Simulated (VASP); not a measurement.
## B2Ru: single point with LDA

The system is B2Ru.

```
B Ru
1.0
     2.92119    0.00000    0.00000
     0.00000    4.73610    0.00000
     0.00000    0.00000    4.12433
B Ru
4 2
Direct
  0.00000 0.80900 0.36100
  0.00000 0.19100 0.36100
  0.50000 0.30900 0.63900
  0.50000 0.69100 0.63900
  0.00000 0.00000 0.84920
  0.50000 0.50000 0.15080
```

| Property | Result |
| --- | --- |
| Program | VASP 6.6.1 |
| Task | single point |
| Functional | LDA |
| Potentials or basis | VASP PAW LDA potentials, release 64 (B, Ru_pv) |
| Cutoff | 520 eV |
| k mesh | 9 × 6 × 7 |
| Occupations | fermi-dirac, width 0.1 eV |
| Spin | no spin polarisation |

The pressure is -24.8 GPa, the largest force is 0.778 eV/Å and the band gap on the k mesh is zero (bands 20 and 21 overlap by 1.23 eV).

Forces in eV/Å, atoms in the order of the input:
```
B    0.000 -0.379  0.147
B    0.000  0.379  0.147
B    0.000 -0.379 -0.147
B    0.000  0.379 -0.147
Ru   0.000  0.000 -0.778
Ru   0.000  0.000  0.778
```

Stress tensor (GPa, compression positive):
```
-22.99   0.00   0.00
  0.00 -23.26   0.00
  0.00   0.00 -28.09
```

Levels at points of the mesh, in eV from the Fermi level:
| k point | band 17 | band 18 | band 19 | band 20 | band 21 | band 22 | band 23 | band 24 |
| --- | --- | --- | --- | --- | --- | --- | --- | --- |
| (0.00, 0.00, 0.00) | -2.82 | -2.02 | -1.60 | -1.02 | 0.05 | 1.63 | 3.59 | 4.03 |
| (0.00, 0.50, 0.00) | -2.75 | -2.75 | -1.99 | -1.99 | 2.06 | 2.06 | 2.45 | 2.45 |

Wall time 42 s on 1 thread of Intel(R) Xeon(R) 6975P-C (Granite Rapids), on a shared host, peak memory 0.22 GiB.

Caveat: the stress differs along the axes, from -28 to -23 GPa.
